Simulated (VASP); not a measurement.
# ZrH2 (Fm-3m) in VASP: further runs

The runs below take ZrH2 through single point, with PBEsol.

Everything below comes from runs of VASP 6.6.1. Logs are shortened: lines on timing, memory, paths and dates and some standing lists are left out, and cuts for length are marked.

### 1 The cell of the first run

It takes space group Fm-3m (No. 225, cubic). The conventional cell has a = 4.818 Å, b = 4.818 Å, c = 4.818 Å, α = 90.00°, β = 90.00°, γ = 90.00°. Zr (site symmetry m-3m) has 8 H at 2.09 Å within 2.8 Å. Within 2.8 Å of H (site symmetry -43m) lie 4 Zr at 2.09 Å and 6 H at 2.41 Å.

### 2 Single point, PBEsol

INCAR

```
PREC     = Accurate       # precision mode
ENCUT    = 520            # plane-wave cutoff, eV
EDIFF    = 1E-6           # SCF threshold, eV
ISMEAR   = 0              # smearing method
SIGMA    = 0.01           # smearing width, eV
LREAL    = F              # projectors in reciprocal space
LASPH    = T              # aspherical terms in the spheres
NELM     = 80             # most SCF steps
ALGO     = Normal         # electronic algorithm
ISIF     = 2              # what is computed and relaxed
LWAVE    = F              # write WAVECAR
LCHARG   = T              # write CHGCAR
GGA      = PS             # functional
LELF     = T              # ELF
LVHAR    = T            
NBANDS   = 14             # bands
```

KPOINTS

```
regular mesh
0
Gamma
  8 8 8
```

POSCAR

```
ZrH2
1.0
    0.0000000000      2.4092250000      2.4092250000
    2.4092250000      0.0000000000      2.4092250000
    2.4092250000      2.4092250000      0.0000000000
Zr H
1 2
Direct
    0.0000000000      0.0000000000      0.0000000000
    0.7500000000      0.7500000000      0.7500000000
    0.2500000000      0.2500000000      0.2500000000
```

Potentials or basis: VASP PAW PBE potentials, release 64 (Zr_sv, H).

Command:

```bash
> cat potpaw_PBE.64/Zr_sv/POTCAR potpaw_PBE.64/H/POTCAR > POTCAR
> mpirun -np 1 vasp_std > vasp.out
```

OUTCAR:

```text
PREC = Accurate
   ENCUT = 520
   EDIFF = 1E-6
   ISMEAR = 0
   LREAL = F
   LASPH = T
   NELM = 80
   ISIF = 2
   GGA = PS

 ion  position               nearest neighbor table
   1  0.000  0.000  0.000-   2 2.09   2 2.09   2 2.09   2 2.09   3 2.09   3 2.09   3 2.09   3 2.09

   2  0.750  0.750  0.750-   1 2.09   1 2.09   1 2.09   1 2.09
   3  0.250  0.250  0.250-   1 2.09   1 2.09   1 2.09   1 2.09

  LATTYP: Found a face centered cubic cell.
 ALAT       =     4.8184500000

  Lattice vectors:

 A1 = (   0.0000000000,   2.4092250000,   2.4092250000)
 A2 = (   2.4092250000,   0.0000000000,   2.4092250000)
 A3 = (   2.4092250000,   2.4092250000,   0.0000000000)

Analysis of symmetry for initial positions (statically):
=====================================================================
 Subroutine PRICEL returns:
 Original cell was already a primitive cell.

 Routine SETGRP: Setting up the symmetry group for a
 face centered cubic supercell.

 Subroutine GETGRP returns: Found 48 space group operations
 (whereof 48 operations were pure point group operations)
 out of a pool of 48 trial point group operations.

The static configuration has the point symmetry O_h .

Analysis of symmetry for dynamics (positions and initial velocities):
=====================================================================
 Subroutine PRICEL returns:
 Original cell was already a primitive cell.

 Routine SETGRP: Setting up the symmetry group for a
 face centered cubic supercell.

 Subroutine GETGRP returns: Found 48 space group operations
 (whereof 48 operations were pure point group operations)
 out of a pool of 48 trial point group operations.

The dynamic configuration has the point symmetry O_h .

 Subroutine INISYM returns: Found 48 space group operations
 (whereof 48 operations are pure point group operations),
 and found     1 'primitive' translations

----------------------------------------------------------------------------------------

                                     Primitive cell

  volume of cell :      27.9680

  direct lattice vectors                    reciprocal lattice vectors
     0.000000000  2.409225000  2.409225000    -0.207535618  0.207535618  0.207535618
     2.409225000  0.000000000  2.409225000     0.207535618 -0.207535618  0.207535618
     2.409225000  2.409225000  0.000000000     0.207535618  0.207535618 -0.207535618

  length of vectors
     3.407158670  3.407158670  3.407158670     0.359462235  0.359462235  0.359462235

  position of ions in fractional coordinates (direct lattice)
     0.000000000  0.000000000  0.000000000
     0.750000000  0.750000000  0.750000000
     0.250000000  0.250000000  0.250000000

  ion indices of the primitive-cell ions
   primitive index   ion index
                 1           1
                 2           2
                 3           3

----------------------------------------------------------------------------------------

 KPOINTS: regular mesh

Automatic generation of k-mesh.
 Grid dimensions read from file:
 generate k-points for:    8    8    8

 Generating k-lattice:

  Cartesian coordinates                     Fractional coordinates (reciprocal lattice)
    -0.025941952  0.025941952  0.025941952     0.125000000  0.000000000  0.000000000
     0.025941952 -0.025941952  0.025941952     0.000000000  0.125000000  0.000000000
     0.025941952  0.025941952 -0.025941952     0.000000000  0.000000000  0.125000000

  Length of vectors
     0.044932779  0.044932779  0.044932779

  Shift w.r.t. Gamma in fractional coordinates (k-lattice)
     0.000000000  0.000000000  0.000000000

 Subroutine IBZKPT returns following result:
 ===========================================

 Found     29 irreducible k-points:

 Following reciprocal coordinates:
            Coordinates               Weight
  0.000000  0.000000  0.000000      1.000000
  0.125000  0.000000  0.000000      8.000000
  0.250000  0.000000  0.000000      8.000000
  0.375000  0.000000  0.000000      8.000000
  0.500000  0.000000  0.000000      4.000000
  0.125000  0.125000  0.000000      6.000000
[... 16 lines left out ...]
  0.500000  0.250000  0.125000     48.000000
 -0.375000  0.250000  0.125000     24.000000
 [... further k-points ...]
   k-points           NKPTS =     29   k-points in BZ     NKDIM =     29   number of bands    NBANDS=     14
   number of dos      NEDOS =    301   number of ions     NIONS =      3
   total plane-waves  NPLWV =  21952
   dimension x,y,z NGX =    28 NGY =   28 NGZ =   28
   dimension x,y,z NGXF=    56 NGYF=   56 NGZF=   56
   ions per type =               1   2
   NGX,Y,Z   is equivalent  to a cutoff of  13.66, 13.66, 13.66 a.u.
   NGXF,Y,Z  is equivalent  to a cutoff of  27.32, 27.32, 27.32 a.u.
 SYSTEM =  unknown system
   PREC   = accura    normal or accurate (medium, high low for compatibility)
   ISTART =      0    job   : 0-new  1-cont  2-samecut
   ICHARG =      2    charge: 1-file 2-atom 10-const
   ISPIN  =      1    spin polarized calculation?
   LNONCOLLINEAR =      F non collinear calculations
   LSORBIT =      F    spin-orbit coupling
   LASPH  =      T    aspherical Exc in radial PAW
   ENCUT  =  520.0 eV  38.22 Ry    6.18 a.u.   6.34  6.34  6.34*2*pi/ulx,y,z
   NELM   =     80;   NELMIN=  2; NELMDL= -5     # of ELM steps
   EDIFF  = 0.1E-05   stopping-criterion for ELM
   LREAL  =      F    real-space projection
   EDIFFG = 0.1E-04   stopping-criterion for IOM
   NSW    =      0    number of steps for IOM
   IBRION =     -1    ionic relax: 0-MD 1-quasi-New 2-CG
   NFREE  =      0    steps in history (QN), initial steepest desc. (CG)
   ISIF   =      2    stress and relaxation
   ISYM   =      2    0-nonsym 1-usesym 2-fastsym
   POTIM  = 0.5000    time-step for ionic-motion
   TEBEG  =    0.0;   TEEND  =   0.0 temperature during run
   PSTRESS=    0.0 pullay stress
   NELECT =      14.0000    total number of electrons
   NUPDOWN=      -1.0000    fix difference up-down
   EMIN   =  10.00;   EMAX   =-10.00  energy-range for DOS
   EFERMI =   0.00;   METHOD = LEGACY
   ISMEAR =     0;   SIGMA  =   0.01  broadening in eV -4-tet -1-fermi 0-gaus
   EFERMI_NEDOS =   21; number of points for ismear=-14 and -15
   IALGO  =     38    algorithm
   IMIX   =      4    mixing-type and parameters
     AMIX     =   0.40;   BMIX     =  1.00
     AMIX_MAG =   1.60;   BMIX_MAG =  1.00
  volume/ion in A,a.u.               =       9.32        62.91
  Fermi-wavevector in a.u.,A,eV,Ry     =   1.299861  2.456381 22.988919  1.689638
  Thomas-Fermi vector in A             =   2.431097
   LORBIT       =      0    0 simple, 1 ext, 2 COOP (PROOUT), +10 PAW based schemes
   GGA     = PS    functional components
   LHFCALC =     F    Hartree Fock is set to
   AEXX    =    0.0000 exact exchange contribution
   IVDW    =     0    specifies the selected vdW correction
   LEPSILON=     F    determine dielectric tensor
   LRPA    =     F    only Hartree local field effects (RPA)
 non-spin polarized calculation
 Gauss-broadening in eV      SIGMA  =   0.01
  energy-cutoff  :      520.00
  volume of cell :       27.97
 maximum number of plane-waves:       769
 NGX is ok and might be reduce to    28
   NGX = 13   NGY = 13   NGZ = 13

 number of electron      14.0000000 magnetization

 Free energy of the ion-electron system (eV)
  ---------------------------------------------------
  ext. energy  EPLUGINS =         0.00000000
  ---------------------------------------------------
  free energy    TOTEN  =       -17.56996443 eV

  energy without entropy =      -17.56982296  energy(sigma->0) =      -17.56989369

 E-fermi :   8.3323     XC(G=0): -11.2683

 val. band max:        8.2591489179   @ k =   0.1250   0.1250   0.0000
 cond. band min:       8.3370494765   @ k =   0.2500   0.0000   0.0000
 fundamental gap:      0.0779005586
 Fermi energy:         8.3322620328

 k-point     1 :       0.0000    0.0000    0.0000
  band No.  band energies     occupation
      1     -40.8992      2.00000
      2     -18.6849      2.00000
      3     -18.6849      2.00000
      4     -18.6849      2.00000
      5      -1.3208      2.00000
      6       7.0140      2.00000
      7       7.9329      2.00000
      8       7.9329      2.00000
      9       7.9329      2.00000
     10      10.5124      0.00000
     11      10.5124      0.00000
     12      19.1304      0.00000
     13      20.4771      0.00000
     14      20.4771      0.00000

 k-point     2 :       0.1250    0.0000    0.0000
  band No.  band energies     occupation
      1     -40.8881      2.00000
      2     -18.7860      2.00000
      3     -18.6969      2.00000
      4     -18.6969      2.00000
      5      -0.9437      2.00000
      6       5.3279      2.00000
      7       8.1199      2.00000
      8       8.1199      2.00000
      9      10.0808      0.00000
     10      10.3491      0.00000
     11      10.3491      0.00000
     12      17.2939      0.00000
     13      21.2760      0.00000
     14      21.2760      0.00000

 k-point     3 :       0.2500    0.0000    0.0000
  band No.  band energies     occupation
      1     -40.8614      2.00000
      2     -19.0221      2.00000
      3     -18.7258      2.00000
      4     -18.7258      2.00000
      5      -0.0262      2.00000
      6       3.9716      2.00000
      7       8.3370      0.49838
      8       8.3370      0.49837
      9      10.4186      0.00000
     10      10.4186      0.00000
     11      12.4138      0.00000
     12      16.0467      0.00000
     13      19.9507      0.00000
     14      23.2391      0.00000
[... 324 lines left out ...]
 k-point    23 :       0.5000    0.2500    0.1250
  band No.  band energies     occupation
      1     -40.8197      2.00000
      2     -19.2003      2.00000
      3     -18.9183      2.00000
      4     -18.7982      2.00000
      5       1.6067      2.00000
      6       2.9438      2.00000
      7       7.0162      2.00000
      8       9.1187      0.00000
      9      10.5516      0.00000
     10      12.3953      0.00000
     11      14.8507      0.00000
     12      15.9761      0.00000
     13      16.6771      0.00000
     14      19.4327      0.00000

 k-point    24 :      -0.3750    0.2500    0.1250
  band No.  band energies     occupation
      1     -40.8107      2.00000
      2     -19.2492      2.00000
      3     -18.9448      2.00000
      4     -18.8162      2.00000
      5       1.7117      2.00000
      6       3.2125      2.00000
      7       6.8000      2.00000
      8       8.9569      0.00000
      9      11.3761      0.00000
     10      12.5637      0.00000
     11      13.9561      0.00000
     12      15.9496      0.00000
     13      16.6182      0.00000
     14      19.4343      0.00000

 [... further k-points ...]

------------------------ aborting loop because EDIFF is reached ----------------------------------------

  FORCE on cell =-STRESS in cart. coord.  units (eV):
  Direction    XX          YY          ZZ          XY          YZ          ZX
  --------------------------------------------------------------------------------------
  -------------------------------------------------------------------------------------
  Total       -0.8027701     -0.8027701     -0.8027701      0.0000000      0.0000000      0.0000000
  in kB      -45.9874866    -45.9874866    -45.9874866      0.0000000      0.0000000      0.0000000
  external PRESSURE =     -45.9874866 kB  Pullay stress =       0.0000000 kB

 VOLUME and BASIS-vectors are now :
 -----------------------------------------------------------------------------
  energy-cutoff  :      520.00
  volume of cell :       27.97
      direct lattice vectors                 reciprocal lattice vectors
     0.000000000  2.409225000  2.409225000    -0.207535618  0.207535618  0.207535618
     2.409225000  0.000000000  2.409225000     0.207535618 -0.207535618  0.207535618
     2.409225000  2.409225000  0.000000000     0.207535618  0.207535618 -0.207535618

 POSITION                                       TOTAL-FORCE (eV/Angst)
 -----------------------------------------------------------------------------------
      0.00000      0.00000      0.00000         0.000000      0.000000      0.000000
      3.61384      3.61384      3.61384        -0.000000     -0.000000      0.000000
      1.20461      1.20461      1.20461         0.000000      0.000000     -0.000000
 -----------------------------------------------------------------------------------
    total drift:                               -0.000000     -0.000000      0.000000

  FREE ENERGIE OF THE ION-ELECTRON SYSTEM (eV)
  ---------------------------------------------------
  free  energy   TOTEN  =       -17.5699644270 eV

  energy  without entropy=      -17.5698229603  energy(sigma->0) =      -17.56989369
```

It took 27 s on 1 thread of Intel Xeon 8259CL, shared host; peak memory 0.16 GiB.

Results:

- Free energy: -17.5700 eV
- Pressure: -4.6 GPa
- Band gap on the k mesh: zero (bands 7 and 8 overlap by 0.42 eV)

Levels at points of the mesh, in eV from the Fermi level:
```
           k point  band 5  band 6  band 7  band 8  band 9  band 10
(0.00, 0.00, 0.00)   -9.65   -1.32   -0.40   -0.40   -0.40     2.18
(0.50, 0.00, 0.00)   -7.45   -4.50   -0.28   -0.28    3.53     3.53
(0.50, 0.50, 0.00)   -6.56   -4.59   -3.42    3.71    3.77     3.77
```

Caveat: the cell stands under tension; the PAW data sets were made with another functional, which shifts forces and pressure a little.

### 3 Single point, PBEsol

This run uses another cell than the first one, of 9.56 Å³/atom.

INCAR

```
SYSTEM = ZrH2
PREC = Accurate ; ENCUT = 520
EDIFF = 1E-7 ; ISMEAR = 0
SIGMA = 0.01 ; LREAL = .False.
LASPH = .True. ; NELM = 100
ALGO = Normal ; ISIF = 2
LWAVE = .False. ; LCHARG = .False.
GGA = PS ; NBANDS = 14
```

KPOINTS

```
regular mesh
0
Gamma
  8 8 8
  0 0 0
```

POSCAR

```
ZrH2
1.0
    0.0000000000      2.4291368534      2.4291368534
    2.4291368534      0.0000000000      2.4291368534
    2.4291368534      2.4291368534      0.0000000000
Zr H
1 2
Direct
    0.0000000000      0.0000000000      0.0000000000
    0.7500000000      0.7500000000      0.7500000000
    0.2500000000      0.2500000000      0.2500000000
```

Potentials or basis: VASP PAW PBE potentials, release 64 (Zr_sv, H).

Command:

```bash
> cat potpaw_PBE.64/Zr_sv/POTCAR potpaw_PBE.64/H/POTCAR > POTCAR
> mpirun -np 1 vasp_std > vasp.out
```

Wall time 27 s (1 thread of Intel Xeon 8259CL, shared host); peak memory 0.16 GiB.

The run converged. Its results:

```yaml
Free_energy: -17.5444 eV
Pressure: -7.5 GPa
Band_gap_on_the_k_mesh: zero (bands 7 and 8 overlap by 0.41 eV)
```

Levels at points of the mesh, in eV from the Fermi level:
| k point | band 5 | band 6 | band 7 | band 8 | band 9 | band 10 |
| --- | --- | --- | --- | --- | --- | --- |
| (0.00, 0.00, 0.00) | -9.55 | -1.30 | -0.39 | -0.39 | -0.39 | 2.11 |
| (0.50, 0.00, 0.00) | -7.33 | -4.51 | -0.26 | -0.26 | 3.41 | 3.41 |
| (0.50, 0.50, 0.00) | -6.44 | -4.61 | -3.34 | 3.58 | 3.64 | 3.64 |

Caveat: the cell stands under tension; the PAW data sets were made with another functional, which shifts forces and pressure a little.

### 4 Single point, PBEsol

This run uses another cell than the first one, of 9.79 Å³/atom.

INCAR

```
PREC = Accurate ; ENCUT = 520
EDIFF = 1E-6 ; ISMEAR = 0
SIGMA = 0.01 ; LREAL = False
LASPH = True ; NELM = 100
ALGO = Normal ; ISIF = 2
LWAVE = False ; LCHARG = False
GGA = PS ; NBANDS = 14
```

KPOINTS

```
Automatic mesh
0
Gamma
  8 8 8
```

POSCAR

```
ZrH2
1.0
    0.0000000000      2.4487275127      2.4487275127
    2.4487275127      0.0000000000      2.4487275127
    2.4487275127      2.4487275127      0.0000000000
Zr H
1 2
Direct
    0.0000000000      0.0000000000      0.0000000000
    0.7500000000      0.7500000000      0.7500000000
    0.2500000000      0.2500000000      0.2500000000
```

Command:

```bash
> cat potpaw_PBE.64/Zr_sv/POTCAR potpaw_PBE.64/H/POTCAR > POTCAR
> mpirun -np 1 vasp_std > vasp.out
```

Wall time 28 s (1 thread of Intel Xeon 8259CL, shared host); peak memory 0.16 GiB.

It converged, with:

| Item | Value |
| --- | --- |
| Free energy | -17.5067 eV |
| Pressure | -10.1 GPa |
| Band gap on the k mesh | zero (bands 7 and 8 overlap by 0.40 eV) |

Levels at points of the mesh, in eV from the Fermi level:
```tsv
k point	band 3	band 4	band 5	band 6	band 7	band 8	band 9	band 10	band 11	band 12
(0.00, 0.00, 0.00)	-27.16	-27.16	-9.44	-1.29	-0.38	-0.38	-0.38	2.04	2.04	10.50
(0.50, 0.00, 0.00)	-27.23	-27.23	-7.23	-4.52	-0.25	-0.25	3.30	3.30	4.53	5.88
(0.50, 0.50, 0.00)	-27.34	-27.34	-6.32	-4.63	-3.25	3.47	3.52	3.52	6.27	6.27
```

Caveat: the cell stands under tension; the PAW data sets were made with another functional, which shifts forces and pressure a little.

### 5 Overview

| cell | gap on the mesh (eV) | pressure (GPa) |
| --- | --- | --- |
| a = 3.407 Å, angles 60.0°, 3 atoms | none | -4.6 |
| a = 3.435 Å, angles 60.0°, 3 atoms | none | -7.5 |
| a = 3.463 Å, angles 60.0°, 3 atoms | none | -10.1 |

Alike in all rows: task single point; level PBEsol; potentials or basis VASP PAW PBE potentials, release 64 (Zr_sv, H); no spin polarisation; k mesh 8 × 8 × 8; cutoff (eV) 520; smearing gaussian 0.01 eV.

Caveats: the cell stands under tension; the PAW data sets were made with another functional, which shifts forces and pressure a little.

Absolute energies hang on the potentials; compare differences alone.
